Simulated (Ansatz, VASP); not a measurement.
**One calculation of Cs, two programs**

```xyz
1
Lattice="-3.0225 3.0225 3.0981 3.0225 -3.0225 3.0981 3.0225 3.0225 -3.0981" Properties=species:S:1:pos:R:3 pbc="T T T"
Cs    0.0000    0.0000    0.0000
```

Change from the starting cell: strain +0.000 along x and y, +0.025 along z, atoms carried along.

Alike in both runs: task single point; functional PBEsol; k mesh 12 × 12 × 12; occupations gaussian, width 0.15 eV; no spin polarisation.

|  | VASP | Ansatz |
| --- | --- | --- |
| version | VASP 6.6.1 | Ansatz 0.2.0 |
| potentials or method | VASP PAW PBE potentials, release 64 (Cs_sv), cutoff 520 eV | scalar-relativistic, plane waves, PAW |
| valence electrons in the cell | 9 | 9 |

|  | VASP | Ansatz | Ansatz less VASP |
| --- | --- | --- | --- |
| gap on the k mesh at the Fermi level (eV) | none | none | - |
| pressure (GPa) | -0.1 | -0.1 | +0.01 |

VASP's potentials were made for PBE, not for PBEsol. A gap of «none» marks a metal or a gap that the smearing closes.

Neither program's run includes spin-orbit coupling.
